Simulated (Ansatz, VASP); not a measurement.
## Ni in VASP and in Ansatz

```
CELL_PARAMETERS angstrom
0.00000 1.73941 1.73941
1.73941 0.00000 1.73941
1.73941 1.73941 0.00000
ATOMIC_POSITIONS crystal
Ni 0.00000 0.00000 0.00000
```

Alike in both runs: functional r2SCAN; k mesh 21 × 21 × 21; occupations fermi-dirac, width 0.1 eV; collinear spin.

Ansatz relaxed the structure, and its values are those at the end. VASP's run is a single point on that final structure, the one shown.

|  | VASP | Ansatz |
| --- | --- | --- |
| version | VASP 6.6.1 | Ansatz 0.2.0 |
| potentials or method | VASP PAW PBE potentials, release 64 (Ni) | PAW with Ansatz's default frozen-core files, scalar-relativistic |
| plane-wave cutoff (eV) | 660 | 500 |
| valence electrons in the cell | 10 | 18 |

```csv
,VASP,Ansatz,Ansatz less VASP
pressure (GPa),0.4,0.0,-0.43
net moment per atom (μB),0.71,0.73,+0.017
size of the moment on the site where the two differ most (μB),0.73,0.80,+0.064
```

VASP's potentials were made for PBE, not for r2SCAN. Site moments also hang on the region over which each program counts them. The functional is the same, so the differences come from potentials, cutoffs and numerics. VASP's potentials hold 10 valence electrons a cell and Ansatz's 18, so a difference there can come from the potentials and not from the codes.
